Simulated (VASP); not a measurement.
# CsH (I4mm) in VASP: a series of runs, part 2 of 2

VASP 6.6.1. The steps go on from the part before.

**5. Single point, LDA (all Cs atoms moved +0.125 Å, as atom 1 along Cartesian [0 0 1])**

INCAR

```
PREC     = Accurate       # precision mode
ENCUT    = 520            # plane-wave cutoff, eV
EDIFF    = 1E-6           # SCF threshold, eV
ISMEAR   = 0              # smearing method
SIGMA    = 0.05           # smearing width, eV
LREAL    = False          # projectors in reciprocal space
LASPH    = True           # aspherical terms in the spheres
NELM     = 100            # most SCF steps
ALGO     = Normal         # electronic algorithm
ISIF     = 2              # what is computed and relaxed
LWAVE    = False          # write WAVECAR
LCHARG   = False          # write CHGCAR
NBANDS   = 12             # bands
```

KPOINTS

```
Automatic mesh
0
Gamma
  8 8 8
```

POSCAR

```
CsH
1.0
    0.0000000000      3.1880000000      3.1880000000
    3.1880000000      0.0000000000      3.1880000000
    3.1880000000      3.1880000000      0.0000000000
Cs H
1 1
Direct
    0.0196047679      0.0196047679     -0.0196047679
    0.5000000000      0.5000000000      0.5000000000
```

Potentials or basis: VASP PAW LDA potentials, release 64 (Cs_sv, H).

On the command line:

```console
$ cat potpaw_LDA.64/Cs_sv/POTCAR potpaw_LDA.64/H/POTCAR > POTCAR
$ mpirun -np 1 vasp_std > vasp.out
```

OUTCAR:

```text
PREC = Accurate
   ENCUT = 520
   EDIFF = 1E-6
   ISMEAR = 0
   LREAL = False
   LASPH = True
   NELM = 100
   ISIF = 2

 ion  position               nearest neighbor table
   1  0.020  0.020  0.980-
   2  0.500  0.500  0.500-

  LATTYP: Found a face centered cubic cell.
 ALAT       =     6.3760000000

  Lattice vectors:

 A1 = (   0.0000000000,   3.1880000000,   3.1880000000)
 A2 = (   3.1880000000,   0.0000000000,   3.1880000000)
 A3 = (   3.1880000000,   3.1880000000,   0.0000000000)

Analysis of symmetry for initial positions (statically):
=====================================================================
 Subroutine PRICEL returns:
 Original cell was already a primitive cell.

 Routine SETGRP: Setting up the symmetry group for a
 face centered cubic supercell.

 Subroutine GETGRP returns: Found  8 space group operations
 (whereof  8 operations were pure point group operations)
 out of a pool of 48 trial point group operations.

The static configuration has the point symmetry C_4v.

Analysis of symmetry for dynamics (positions and initial velocities):
=====================================================================
 Subroutine PRICEL returns:
 Original cell was already a primitive cell.

 Routine SETGRP: Setting up the symmetry group for a
 face centered cubic supercell.

 Subroutine GETGRP returns: Found  8 space group operations
 (whereof  8 operations were pure point group operations)
 out of a pool of 48 trial point group operations.

The dynamic configuration has the point symmetry C_4v.

 Subroutine INISYM returns: Found  8 space group operations
 (whereof  8 operations are pure point group operations),
 and found     1 'primitive' translations

----------------------------------------------------------------------------------------

                                     Primitive cell

  volume of cell :      64.8015

  direct lattice vectors                    reciprocal lattice vectors
     0.000000000  3.188000000  3.188000000    -0.156838143  0.156838143  0.156838143
     3.188000000  0.000000000  3.188000000     0.156838143 -0.156838143  0.156838143
     3.188000000  3.188000000  0.000000000     0.156838143  0.156838143 -0.156838143

  length of vectors
     4.508512837  4.508512837  4.508512837     0.271651632  0.271651632  0.271651632

  position of ions in fractional coordinates (direct lattice)
     0.019604768  0.019604768  0.980395232
     0.500000000  0.500000000  0.500000000

  ion indices of the primitive-cell ions
   primitive index   ion index
                 1           1
                 2           2

----------------------------------------------------------------------------------------

 KPOINTS: Automatic mesh

Automatic generation of k-mesh.
 Grid dimensions read from file:
 generate k-points for:    8    8    8

 Generating k-lattice:

  Cartesian coordinates                     Fractional coordinates (reciprocal lattice)
    -0.019604768  0.019604768  0.019604768     0.125000000  0.000000000  0.000000000
     0.019604768 -0.019604768  0.019604768     0.000000000  0.125000000  0.000000000
     0.019604768  0.019604768 -0.019604768     0.000000000  0.000000000  0.125000000

  Length of vectors
     0.033956454  0.033956454  0.033956454

  Shift w.r.t. Gamma in fractional coordinates (k-lattice)
     0.000000000  0.000000000  0.000000000

 Subroutine IBZKPT returns following result:
 ===========================================

 Found     59 irreducible k-points:

 Following reciprocal coordinates:
            Coordinates               Weight
  0.000000  0.000000  0.000000      1.000000
  0.125000  0.000000  0.000000      8.000000
  0.250000  0.000000  0.000000      8.000000
  0.375000  0.000000  0.000000      8.000000
  0.500000  0.000000  0.000000      4.000000
  0.125000  0.125000  0.000000      2.000000
[... 16 lines left out ...]
  0.000000  0.375000  0.250000     16.000000
  0.500000  0.250000  0.000000      8.000000
 [... further k-points ...]
   k-points           NKPTS =     59   k-points in BZ     NKDIM =     59   number of bands    NBANDS=     12
   number of dos      NEDOS =    301   number of ions     NIONS =      2
   total plane-waves  NPLWV =  46656
   dimension x,y,z NGX =    36 NGY =   36 NGZ =   36
   dimension x,y,z NGXF=    72 NGYF=   72 NGZF=   72
   ions per type =               1   1
   NGX,Y,Z   is equivalent  to a cutoff of  13.27, 13.27, 13.27 a.u.
   NGXF,Y,Z  is equivalent  to a cutoff of  26.55, 26.55, 26.55 a.u.
 SYSTEM =  unknown system
   PREC   = accura    normal or accurate (medium, high low for compatibility)
   ISTART =      0    job   : 0-new  1-cont  2-samecut
   ICHARG =      2    charge: 1-file 2-atom 10-const
   ISPIN  =      1    spin polarized calculation?
   LNONCOLLINEAR =      F non collinear calculations
   LSORBIT =      F    spin-orbit coupling
   LASPH  =      T    aspherical Exc in radial PAW
   ENCUT  =  520.0 eV  38.22 Ry    6.18 a.u.   8.38  8.38  8.38*2*pi/ulx,y,z
   NELM   =    100;   NELMIN=  2; NELMDL= -5     # of ELM steps
   EDIFF  = 0.1E-05   stopping-criterion for ELM
   LREAL  =      F    real-space projection
   EDIFFG = 0.1E-04   stopping-criterion for IOM
   NSW    =      0    number of steps for IOM
   IBRION =     -1    ionic relax: 0-MD 1-quasi-New 2-CG
   NFREE  =      0    steps in history (QN), initial steepest desc. (CG)
   ISIF   =      2    stress and relaxation
   ISYM   =      2    0-nonsym 1-usesym 2-fastsym
   POTIM  = 0.5000    time-step for ionic-motion
   TEBEG  =    0.0;   TEEND  =   0.0 temperature during run
   PSTRESS=    0.0 pullay stress
   NELECT =      10.0000    total number of electrons
   NUPDOWN=      -1.0000    fix difference up-down
   EMIN   =  10.00;   EMAX   =-10.00  energy-range for DOS
   EFERMI =   0.00;   METHOD = LEGACY
   ISMEAR =     0;   SIGMA  =   0.05  broadening in eV -4-tet -1-fermi 0-gaus
   EFERMI_NEDOS =   21; number of points for ismear=-14 and -15
   IALGO  =     38    algorithm
   IMIX   =      4    mixing-type and parameters
     AMIX     =   0.40;   BMIX     =  1.00
     AMIX_MAG =   1.60;   BMIX_MAG =  1.00
  volume/ion in A,a.u.               =      32.40       218.65
  Fermi-wavevector in a.u.,A,eV,Ry     =   0.878105  1.659378 10.491026  0.771069
  Thomas-Fermi vector in A             =   1.998146
   LORBIT       =      0    0 simple, 1 ext, 2 COOP (PROOUT), +10 PAW based schemes
   GGA     = CA    functional components
   LHFCALC =     F    Hartree Fock is set to
   AEXX    =    0.0000 exact exchange contribution
   IVDW    =     0    specifies the selected vdW correction
   LEPSILON=     F    determine dielectric tensor
   LRPA    =     F    only Hartree local field effects (RPA)
 non-spin polarized calculation
 Gauss-broadening in eV      SIGMA  =   0.05
  energy-cutoff  :      520.00
  volume of cell :       64.80
 maximum number of plane-waves:      1807
 NGX is ok and might be reduce to    36
   NGX = 17   NGY = 17   NGZ = 17

 number of electron      10.0000001 magnetization

 Free energy of the ion-electron system (eV)
  ---------------------------------------------------
  ext. energy  EPLUGINS =         0.00000000
  ---------------------------------------------------
  free energy    TOTEN  =        -4.88810135 eV

  energy without entropy =       -4.88810135  energy(sigma->0) =       -4.88810135

 E-fermi :   0.2810     XC(G=0):  -7.5285

 val. band max:        0.0262148020   @ k =   0.5000   0.0000   0.0000
 cond. band min:       1.9778718771   @ k =   0.5000   0.0000   0.0000
 fundamental gap:      1.9516570752
 Fermi energy:         0.2810125685

 k-point     1 :       0.0000    0.0000    0.0000
  band No.  band energies     occupation
      1     -21.4138      2.00000
      2      -7.8620      2.00000
      3      -7.8620      2.00000
      4      -7.8615      2.00000
      5      -1.8363      2.00000
      6       5.0116      0.00000
      7       5.0116      0.00000
      8       5.0150      0.00000
      9       5.6737      0.00000
     10       6.8209      0.00000
     11       6.8267      0.00000
     12       8.5427      0.00000
[... 331 lines left out ...]
 k-point    24 :       0.5000    0.2500    0.0000
  band No.  band energies     occupation
      1     -21.3210      2.00000
      2      -8.5648      2.00000
      3      -8.1862      2.00000
      4      -8.0542      2.00000
      5      -0.6208      2.00000
      6       3.0446      0.00000
      7       4.2365      0.00000
      8       5.6276      0.00000
      9       6.6018      0.00000
     10       8.4006      0.00000
     11       8.6535      0.00000
     12       9.2324      0.00000

 [... further k-points ...]

------------------------ aborting loop because EDIFF is reached ----------------------------------------

  FORCE on cell =-STRESS in cart. coord.  units (eV):
  Direction    XX          YY          ZZ          XY          YZ          ZX
  --------------------------------------------------------------------------------------
  -------------------------------------------------------------------------------------
  Total       -0.5066453     -0.5066453     -0.4445885      0.0000000      0.0000000      0.0000000
  in kB      -12.5264977    -12.5264977    -10.9921803      0.0000000      0.0000000      0.0000000
  external PRESSURE =     -12.0150586 kB  Pullay stress =       0.0000000 kB

 VOLUME and BASIS-vectors are now :
 -----------------------------------------------------------------------------
  energy-cutoff  :      520.00
  volume of cell :       64.80
      direct lattice vectors                 reciprocal lattice vectors
     0.000000000  3.188000000  3.188000000    -0.156838143  0.156838143  0.156838143
     3.188000000  0.000000000  3.188000000     0.156838143 -0.156838143  0.156838143
     3.188000000  3.188000000  0.000000000     0.156838143  0.156838143 -0.156838143

 POSITION                                       TOTAL-FORCE (eV/Angst)
 -----------------------------------------------------------------------------------
      3.18800      3.18800      0.12500         0.000000      0.000000     -0.059998
      3.18800      3.18800      3.18800         0.000000      0.000000      0.059998
 -----------------------------------------------------------------------------------
    total drift:                               -0.000000     -0.000000      0.000080

  FREE ENERGIE OF THE ION-ELECTRON SYSTEM (eV)
  ---------------------------------------------------
  free  energy   TOTEN  =        -4.8881013539 eV

  energy  without entropy=       -4.8881013539  energy(sigma->0) =       -4.88810135
```

Run time: 35 s. Hardware: 1 thread of AMD EPYC 7R13 (Zen 3), shared host; peak memory 0.17 GiB.

Results:

```yaml
Free_energy: -4.8881 eV
Pressure: -1.2 GPa
Largest_force: 0.060 eV/Å
Band_gap_on_the_k_mesh: 1.95 eV
```

Forces on the atoms (eV/Å):
```
Cs   0.000  0.000 -0.060
H    0.000  0.000  0.060
```

Stress tensor (GPa, compression positive):
```
-1.25  0.00  0.00
 0.00 -1.25  0.00
 0.00  0.00 -1.10
```

Caveat: the cell differs from its parent crystal (all Cs atoms moved +0.125 Å, as atom 1 along Cartesian [0 0 1]); spin-orbit coupling is left out, which moves the levels of the heavy elements.

**6. Single point, LDA (all Cs atoms moved +0.438 Å, as atom 1 along Cartesian [0 0 1])**

INCAR

```
SYSTEM = CsH
PREC = Accurate
ENCUT = 520
EDIFF = 1E-7
ISMEAR = 0
SIGMA = 0.05
LREAL = .FALSE.
LASPH = .TRUE.
NELM = 60
ALGO = Normal
ISIF = 2
LWAVE = .FALSE.
LCHARG = .FALSE.
NBANDS = 12
```

KPOINTS

```
Automatic mesh
0
G
  8 8 8
  0 0 0
```

POSCAR, as its differences from that of step 5:

```diff
@@ -8,3 +8,3 @@
 Direct
-    0.0196047679      0.0196047679     -0.0196047679
+    0.0686166876      0.0686166876     -0.0686166876
     0.5000000000      0.5000000000      0.5000000000
```

Potentials or basis: VASP PAW LDA potentials, release 64 (Cs_sv, H).

On the command line:

```console
$ cat potpaw_LDA.64/Cs_sv/POTCAR potpaw_LDA.64/H/POTCAR > POTCAR
$ mpirun -np 1 vasp_std > vasp.out
```

OUTCAR:

```text
SYSTEM = CsH
   PREC = Accurate
   ENCUT = 520
   EDIFF = 1E-7
   ISMEAR = 0
   LREAL = .FALSE.
   LASPH = .TRUE.
   NELM = 60
   ISIF = 2

 ion  position               nearest neighbor table
   1  0.069  0.069  0.931-
   2  0.500  0.500  0.500-

  LATTYP: Found a face centered cubic cell.
 ALAT       =     6.3760000000

  Lattice vectors:

 A1 = (   0.0000000000,   3.1880000000,   3.1880000000)
 A2 = (   3.1880000000,   0.0000000000,   3.1880000000)
 A3 = (   3.1880000000,   3.1880000000,   0.0000000000)
[... 548 lines left out ...]

  FORCE on cell =-STRESS in cart. coord.  units (eV):
  Direction    XX          YY          ZZ          XY          YZ          ZX
  --------------------------------------------------------------------------------------
  -------------------------------------------------------------------------------------
  Total       -0.5792948     -0.5792948      0.1988539      0.0000000      0.0000000      0.0000000
  in kB      -14.3227123    -14.3227123      4.9165409      0.0000000      0.0000000      0.0000000
  external PRESSURE =      -7.9096279 kB  Pullay stress =       0.0000000 kB

 VOLUME and BASIS-vectors are now :
 -----------------------------------------------------------------------------
  energy-cutoff  :      520.00
  volume of cell :       64.80
      direct lattice vectors                 reciprocal lattice vectors
     0.000000000  3.188000000  3.188000000    -0.156838143  0.156838143  0.156838143
     3.188000000  0.000000000  3.188000000     0.156838143 -0.156838143  0.156838143
     3.188000000  3.188000000  0.000000000     0.156838143  0.156838143 -0.156838143

 POSITION                                       TOTAL-FORCE (eV/Angst)
 -----------------------------------------------------------------------------------
      3.18800      3.18800      0.43750         0.000000      0.000000     -0.318705
      3.18800      3.18800      3.18800         0.000000      0.000000      0.318705
 -----------------------------------------------------------------------------------
    total drift:                               -0.000000     -0.000000     -0.000103

  FREE ENERGIE OF THE ION-ELECTRON SYSTEM (eV)
  ---------------------------------------------------
  free  energy   TOTEN  =        -4.8350659097 eV

  energy  without entropy=       -4.8350659097  energy(sigma->0) =       -4.83506591
```

OSZICAR:

```text
N       E                     dE             d eps       ncg     rms          rms(c)
DAV:   1     0.392865286465E+02    0.39287E+02   -0.38020E+03  1416   0.660E+02
DAV:   2    -0.282107069621E+01   -0.42108E+02   -0.40732E+02  1764   0.114E+02
DAV:   3    -0.562616964590E+01   -0.28051E+01   -0.28008E+01  1748   0.319E+01
DAV:   4    -0.564726936818E+01   -0.21100E-01   -0.21099E-01  1652   0.324E+00
DAV:   5    -0.564736826959E+01   -0.98901E-04   -0.98901E-04  1760   0.223E-01    0.360E+00
DAV:   6    -0.497325203197E+01    0.67412E+00   -0.59404E-01  1660   0.287E+00    0.148E+00
DAV:   7    -0.482813662313E+01    0.14512E+00   -0.56312E-01  1656   0.247E+00    0.579E-01
DAV:   8    -0.483997442832E+01   -0.11838E-01   -0.60238E-02  1576   0.973E-01    0.282E-01
DAV:   9    -0.483494922170E+01    0.50252E-02   -0.10337E-02  1692   0.390E-01    0.345E-02
DAV:  10    -0.483506527259E+01   -0.11605E-03   -0.14067E-03  1600   0.145E-01    0.284E-02
DAV:  11    -0.483506879512E+01   -0.35225E-05   -0.10215E-04  1632   0.381E-02    0.114E-02
DAV:  12    -0.483506750061E+01    0.12945E-05   -0.30497E-05  1732   0.205E-02    0.518E-03
DAV:  13    -0.483506587884E+01    0.16218E-05   -0.49674E-06  1664   0.902E-03    0.353E-04
DAV:  14    -0.483506590968E+01   -0.30834E-07   -0.31663E-07  1676   0.260E-03
   1 F= -.48350659E+01 E0= -.48350659E+01  d E =-.160562E-14
```

stdout:

```text
POSCAR found type information on POSCAR CsH
 POSCAR found :  2 types and       2 ions
 scaLAPACK will be used
 LDA part: xc-table for (Slater(with rela. corr.)+CA(PZ))
 , standard interpolation
 POSCAR, INCAR and KPOINTS ok, starting setup
 FFT: planning ... GRIDC
 FFT: planning ... GRID_SOFT
 FFT: planning ... GRID
 WAVECAR not read
 entering main loop
```

Wall time 38 s (1 thread of AMD EPYC 7R13 (Zen 3), shared host); peak memory 0.16 GiB.

What came out:

| Property | Result |
| --- | --- |
| Free energy | -4.8351 eV |
| Pressure | -0.8 GPa |
| Largest force | 0.319 eV/Å |
| Band gap on the k mesh | 2.10 eV |

Forces on the atoms (eV/Å):
```
Cs   0.000  0.000 -0.319
H    0.000  0.000  0.319
```

Caveat: the cell differs from its parent crystal (all Cs atoms moved +0.438 Å, as atom 1 along Cartesian [0 0 1]); spin-orbit coupling is left out, which moves the levels of the heavy elements.

**7. Overview**

| cell | gap on the mesh (eV) | pressure (GPa) | largest force (eV/Å) |
| --- | --- | --- | --- |
| as given, atomic positions A | 2.14 | -0.6 | 0.41 |
| as given, atomic positions B | 2.06 | -0.9 | 0.25 |
| as given, atomic positions C | 2.00 | -1.1 | 0.14 |
| as given, atomic positions D | 1.95 | -1.2 | 0.06 |
| as given, atomic positions E | 2.10 | -0.8 | 0.32 |

Alike in all rows: task single point; level LDA; potentials or basis VASP PAW LDA potentials, release 64 (Cs_sv, H); no spin polarisation; k mesh 8 × 8 × 8; cutoff (eV) 520; smearing gaussian 0.05 eV.

Caveats: spin-orbit coupling is left out, which moves the levels of the heavy elements.

Absolute energies hang on the potentials; compare differences alone.
